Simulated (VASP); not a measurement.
Wanted: the native input for a VASP 6.6.1 run.

```yaml
Task: relaxation of cell and atoms
Functional: LDA
Potentials_or_basis: VASP PAW LDA potentials, release 64 (Sn_d)
Cutoff: 600 eV
k_mesh: 10 × 10 × 10
Occupations: fermi-dirac, width 0.05 eV
Spin: no spin polarisation
Dipole_correction: no
Further_INCAR_settings: ALGO = Fast; EDIFF = 1e-07; IBRION = 2; EDIFFG = -0.01; NSW = 60; ISIF = 3
```

The structure of Sn lies in POSCAR:

```
Sn
1.0
   -1.8911382700      1.8977927600      1.8732002100
    1.8971113000     -1.9215372200      1.9029177100
    1.8832449900      1.9136439400     -1.8969446700
Sn
1
Direct
    0.0000000000      0.0000000000      0.0000000000
```

The input as run:

INCAR

```
PREC = Accurate
ENCUT = 600
EDIFF = 1E-7
ISMEAR = -1
SIGMA = 0.05
LREAL = F
LASPH = T
NELM = 60
ALGO = Fast
ISIF = 3
LWAVE = F
LCHARG = F
IBRION = 2
NSW = 60
EDIFFG = -0.01
```

KPOINTS

```
regular mesh
0
Gamma
  10 10 10
```

Potentials or basis: VASP PAW LDA potentials, release 64 (Sn_d).

Command:

```bash
$ cat potpaw_LDA.64/Sn_d/POTCAR > POTCAR
$ mpirun -np 1 vasp_std > vasp.out
```

Results of the run:

| Item | Value |
| --- | --- |
| Relaxed volume | 25.49 Å³/atom |
| Relaxed cell | a = 3.228 Å, b = 3.231 Å, c = 3.199 Å, α = 107.60°, β = 107.49°, γ = 113.73° |
| Space group after relaxing (to 0.1 Å) | I4/mmm (No. 139) |
| Energy gained by relaxing | 32.7 meV/atom |
| Ionic steps | 42 |
| Pressure after relaxing | 0.0 GPa |
| Band gap on the k mesh | zero (bands 7 and 8 overlap by 10.39 eV) |

Caveat: spin-orbit coupling is left out, which moves the levels of the heavy elements.

Wall time 40 min on 1 thread of Intel(R) Xeon(R) 6975P-C (Granite Rapids) (shared host), peak memory 0.38 GiB.
